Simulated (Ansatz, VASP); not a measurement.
# One calculation of Sc2W, two programs

```
CELL_PARAMETERS angstrom
4.86701 0.00000 0.00000
-2.43351 4.21496 0.00000
0.00000 0.00000 2.84059
ATOMIC_POSITIONS crystal
Sc 0.33333 0.66667 0.50000
Sc 0.66667 0.33333 0.50000
W 0.00000 0.00000 0.00000
```

Alike in both runs: functional PBE; k mesh 12 × 12 × 14; occupations gaussian, width 0.1 eV; no spin polarisation.

Ansatz relaxed the structure, and its values are those at the end. VASP's run is a single point on that final structure, the one shown.

|  | VASP | Ansatz |
| --- | --- | --- |
| version | VASP 6.6.1 | Ansatz 0.2.0 |
| potentials or method | VASP PAW PBE potentials, release 64 (Sc_sv, W_sv), cutoff 520 eV | scalar-relativistic, plane waves, PAW |
| valence electrons in the cell | 36 | 36 |

Ansatz gave:

```
gap on the k mesh at the Fermi level (eV) : none
pressure (GPa)                            : 0.0
```

Question: Which values does VASP return?

Answer: gap on the k mesh at the Fermi level (eV): none; pressure (GPa): 0.2.

A gap of «none» marks a metal or a gap that the smearing closes.

Spin-orbit coupling is off throughout.
